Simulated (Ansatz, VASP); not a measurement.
K in VASP and in Ansatz

The input INCAR:

```
ALGO = Normal
EDIFF = 1E-6
ENCUT = 520
ISIF = 2
ISMEAR = -1
LASPH = T
LCHARG = T
LELF = T
LREAL = F
LVHAR = T
LWAVE = F
NBANDS = 16
NELM = 80
PREC = Accurate
SIGMA = 0.1
```

File KPOINTS:

```
k-points
0
Gamma
  9 9 5
```

Contents of POSCAR:

```
K
1.0
    4.6269112810      0.0000000000      0.0000000000
   -2.3134556405      4.0070227104      0.0000000000
    0.0000000000      0.0000000000      7.5340290846
K
2
Direct
    0.3333333333      0.6666666667      0.2500000000
    0.6666666667      0.3333333333      0.7500000000
```

Input for Ansatz:

```yaml
crystal:
  lattice:
    - [4.626911281, 0.0, 0.0]
    - [-2.3134556405, 4.0070227104, 0.0]
    - [0.0, 0.0, 7.5340290846]
  atoms:
    - { symbol: K, position: [0.3333333333, 0.6666666667, 0.25] }
    - { symbol: K, position: [0.6666666667, 0.3333333333, 0.75] }
hamiltonian:
  xc: lda
  pseudopotentials:
    kind: paw
    azcp:
      K: "pseudopotentials/K.paw.azcp"
basis:
  ecutwfc: 420
  fft_grid_basis: typed
kpoints:
  mp_grid: { grid: [9, 9, 5], shift: [0, 0, 0] }
magnetization:
  spin_polarized: false
scf:
  occupations: { method: fermi_dirac, width: 0.1 }
  lower_state_search: "off"
output:
  stress: true
```

Alike in both runs: task single point; functional LDA; k mesh 9 × 9 × 5; occupations fermi-dirac, width 0.1 eV; no spin polarisation.

|  | VASP | Ansatz |
| --- | --- | --- |
| version | VASP 6.6.1 | Ansatz 0.2.0 |
| potentials or method | VASP PAW LDA potentials, release 64 (K_sv), cutoff 520 eV | plane waves (420 eV) with PAW, scalar-relativistic |
| valence electrons in the cell | 18 | 18 |

```tsv
	VASP	Ansatz	Ansatz less VASP
pressure (GPa)	-0.3	-0.3	+0.01
```

Ansatz warns that its potentials were made for another functional, while VASP's fit it. LDA's correlation is that of Perdew and Zunger in VASP and of Perdew and Wang (1992) in Ansatz.
